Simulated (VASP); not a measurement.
Al:

```
Al
1.0
     2.63000    0.00000    0.00000
     0.00000    2.63000    0.00000
     0.00000    0.00000    2.63000
Al
1
Direct
  0.00000 0.00000 0.00000
```

This isn't the form of Al at room conditions, which is fcc.

- Program: VASP 6.6.1
- Task: relaxation of cell and atoms
- Functional: r2SCAN
- Potentials or basis: VASP PAW PBE potentials, release 64 (Al)
- Cutoff: 550 eV
- k mesh: 8 × 8 × 8
- Occupations: fermi-dirac, width 0.05 eV
- Spin: no spin polarisation

At the start: pressure 5.5 GPa; volume 18.19 Å³/atom.

**Question.** How do energy, volume and symmetry change on relaxing?

**Answer.** Over 3 steps the energy falls by 22.1 meV/atom and the volume is 19.59 Å³/atom (+7.7 %); space group Pm-3m (No. 221, to 0.1 Å) before and after.

Step by step:
```
step  energy change (eV)  largest force (eV/Å)  pressure (GPa)  volume (Å³)
   1              0.0000                0.0000            5.48        18.19
   2             -0.0214                0.0000           -0.80        19.88
   3             -0.0221                0.0000            0.03        19.59
```

Final structure:
```
Al
1.0
     2.69586    0.00000    0.00000
     0.00000    2.69586    0.00000
     0.00000    0.00000    2.69586
Al
1
Direct
  0.00000 0.00000 0.00000
```

Caveat: the PAW data sets were made with another functional, which shifts forces and pressure a little.
